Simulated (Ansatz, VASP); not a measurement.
One calculation of ScPt, two programs

```
Sc Pt
1.0
     3.24805    0.00000    0.00000
     0.00000    3.24805    0.00000
     0.00000    0.00000    3.24805
Sc Pt
1 1
Direct
  0.50000 0.50000 0.50000
  0.00000 0.00000 0.00000
```

Change from the starting cell: volume scaled by 0.98, crystal datasets.

Alike in both runs: task electric field gradients; functional LDA; k mesh 10 × 10 × 10; occupations fermi-dirac, width 0.05 eV; no spin polarisation.

|  | VASP | Ansatz |
| --- | --- | --- |
| version | VASP 6.6.1 | Ansatz 0.2.0 |
| potentials or method | VASP PAW LDA potentials, release 64 (Sc_sv, Pt), cutoff 520 eV | all-electron PAW with datasets made for the crystal, scalar-relativistic |

```csv
,VASP,Ansatz,Ansatz less VASP
pressure (GPa),-1.9,-2.5,-0.63
```

LDA's correlation is that of Perdew and Zunger in VASP and of Perdew and Wang (1992) in Ansatz. Ansatz ran all-electron here, and VASP with PAW potentials.

Neither program's run includes spin-orbit coupling.
